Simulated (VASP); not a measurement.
Here is a VASP 6.6.1 calculation.

POSCAR

```
Sb
1.0
    2.1732464686      1.2547244337      3.9196631550
   -2.1732464686      1.2547244337      3.9196631550
    0.0000000000     -2.5094488673      3.9196631550
Sb
2
Direct
    0.2305470752      0.2305470752      0.2305470752
    0.7694529248      0.7694529248      0.7694529248
```

INCAR.step1

```
  PREC = Accurate
  ENCUT = 520
  ISMEAR = 0
  SIGMA = 0.05
  LREAL = False
  LASPH = True
  NELM = 80
  NBANDS = 12
  GGA = PE
  ALGO = Normal
  EDIFF = 1E-4
  LWAVE = True
  LCHARG = False
```

File INCAR.step2:

```
  PREC = Accurate
  ENCUT = 520
  EDIFF = 1E-6
  ISMEAR = 0
  SIGMA = 0.05
  LREAL = False
  LASPH = True
  NELM = 80
  ALGO = Normal
  ISIF = 2
  LWAVE = False
  LCHARG = False
  METAGGA = R2SCAN
  LMIXTAU = True
  NBANDS = 12
  ISTART = 1
```

Contents of KPOINTS:

```
regular mesh
0
Gamma
  12 12 12
```

Potentials or basis: VASP PAW PBE potentials, release 64 (Sb).

Run with:

```sh
$ cat potpaw_PBE.64/Sb/POTCAR > POTCAR
$ cp INCAR.step1 INCAR
$ mpirun -np 1 vasp_std > vasp.out
$ cp INCAR.step2 INCAR
$ mpirun -np 1 vasp_std > vasp.out
```

(1) Predict the largest force.

(2) What does it give for the pressure?

## Answers

(1) 0.054 eV/Å.

(2) -0.3 GPa.

Caveat: the PAW data sets were made with another functional, which shifts forces and pressure a little.
